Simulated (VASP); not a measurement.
Input of a VASP 6.6.1 run:

The input INCAR:

```
SYSTEM = B17N15
PREC = Accurate
ENCUT = 520
EDIFF = 1E-6
ISMEAR = -1
SIGMA = 0.01
LREAL = Auto
LASPH = .TRUE.
NELM = 120
ALGO = Normal
ISIF = 2
LWAVE = .FALSE.
LCHARG = .FALSE.
GGA = PE
NBANDS = 85
GGA_COMPAT = .FALSE.
```

KPOINTS

```
Automatic mesh
0
G
  1 1 1
  0 0 0
```

Contents of POSCAR:

```
B17N15
1.0
   -3.6241103844      3.6241103844     -3.6241103844
    3.6241103844      3.6241103844      3.6241103844
    3.6241103844     -3.6241103844     -3.6241103844
B N
17 15
Direct
   -0.0013542582      0.0030932789      0.0012238574
   -0.0019564704      0.2503896393      0.7482480239
    0.0022358258      0.5048945858      0.5030071472
    0.0028343696      0.7527923563      0.2506454744
    0.2504513340      0.0004219008      0.7454737583
    0.2344964587      0.2504587039      0.4907370056
    0.2459654140      0.4977009201      0.2485412040
    0.2531099076      0.7486017444      0.0012244171
    0.5005085434     -0.0155157892      0.4907231841
    0.5003836160      0.2503252675      0.2176607260
    0.5004108298      0.5003393097     -0.0045756429
    0.5004299283      0.7480237884      0.7482606621
    0.7477599167     -0.0040918607      0.2485293975
    0.7503816779      0.2503821007     -0.0045260879
    0.7664488595      0.5163841596      0.7567027205
    0.7548987333      0.7521597244      0.5030062988
    0.5004060498      0.2504012785      0.5360769771
   -0.0084969693     -0.0023977900      0.2451266621
   -0.0009556565      0.2503848127     -0.0001694099
    0.0093683428      0.5065315116      0.7540517115
    0.0017924287      0.7517603415      0.5012135456
    0.2520015170      0.0019937445      0.0041405398
    0.2484174879      0.2503807083      0.7528616344
    0.2442997650      0.5032199060      0.4979516168
    0.2476440180      0.7414603438      0.2451270282
    0.5004161016     -0.0015987030      0.7528527575
    0.5003959107      0.4987369878      0.2525759939
    0.5004131180      0.7490120085     -0.0001478830
    0.7532427924     -0.0057732103      0.4979158643
    0.7488252050      0.2503932389      0.2525801463
    0.7524139765      0.5023759633      0.0048287256
    0.7565501284      0.7593201050      0.7540658160
```

Potentials or basis: VASP PAW PBE potentials, release 64 (B, N).

The run is started by

```sh
$ cat potpaw_PBE.64/B/POTCAR potpaw_PBE.64/N/POTCAR > POTCAR
$ mpirun -np 1 vasp_gam > vasp.out
```

Estimate the band gap on the k mesh.

1.24 eV.

What does it give for the largest force?

0.409 eV/Å.

What does it give for the pressure?

11.6 GPa.

Forces in eV/Å, atoms in the order of the input:
```
B   -0.019  0.068  0.113
B    0.170 -0.170  0.178
B   -0.017  0.105  0.071
B    0.169  0.177 -0.169
B    0.009  0.140 -0.009
B   -0.213  0.201 -0.145
B   -0.070  0.017  0.114
B   -0.112  0.071  0.019
B    0.143  0.199  0.214
B    0.152 -0.141 -0.149
B   -0.137 -0.010 -0.012
B   -0.179 -0.170 -0.170
B   -0.110  0.016  0.072
B    0.008 -0.005  0.141
B   -0.211 -0.154  0.218
B   -0.071  0.108  0.018
B   -0.053  0.063  0.046
N    0.048  0.077  0.053
N    0.052 -0.049 -0.049
N    0.048  0.054  0.073
N    0.047 -0.047 -0.047
N    0.212  0.119 -0.221
N   -0.074  0.078 -0.395
N   -0.078 -0.046  0.056
N   -0.052  0.076 -0.049
N    0.396  0.076  0.072
N   -0.124 -0.209 -0.215
N    0.048 -0.045 -0.049
N   -0.050 -0.045  0.078
N    0.212 -0.216  0.123
N   -0.069 -0.397  0.069
N   -0.074  0.058 -0.049
```

Caveat: the k points lie up to 1.23 Å⁻¹ apart.
